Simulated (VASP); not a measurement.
BiTe:

```
Bi Te
1.0
     2.45459    1.41716    3.36095
    -2.45459    1.41716    3.36095
     0.00000   -2.83432    3.36095
Bi Te
1 1
Direct
  0.50000 0.50000 0.50000
  0.00000 0.00000 0.00000
```

Base run:

- Program: VASP 6.6.1
- Functional: PBE
- Potentials or basis: VASP PAW PBE potentials, release 64 (Bi_d, Te)
- Cutoff: 520 eV
- k mesh: 7 × 7 × 7
- Occupations: fermi-dirac, width 0.05 eV
- Spin: no spin polarisation

Its results: pressure -1.7 GPa.

Task: After a change of settings the same cell gave: pressure -3.9 GPa. Which change was it?
A. functional from PBE to LDA; potentials or basis from VASP PAW PBE potentials, release 64 (Bi_d, Te) to VASP PAW LDA potentials, release 64 (Bi_d, Te)
B. functional from PBE to r2SCAN
C. functional from PBE to r2SCAN; further incar settings from ALGO = Normal; EDIFF = 1e-06; NBANDS = 18 to ALGO = Normal; EDIFF = 1e-07; NBANDS = 18
D. functional from PBE to PBEsol

Result: D.

PBEsol binds more tightly than PBE, so the same cell stands under less pressure.

Caveats: the PAW data sets were made with another functional, which shifts forces and pressure a little (some runs).
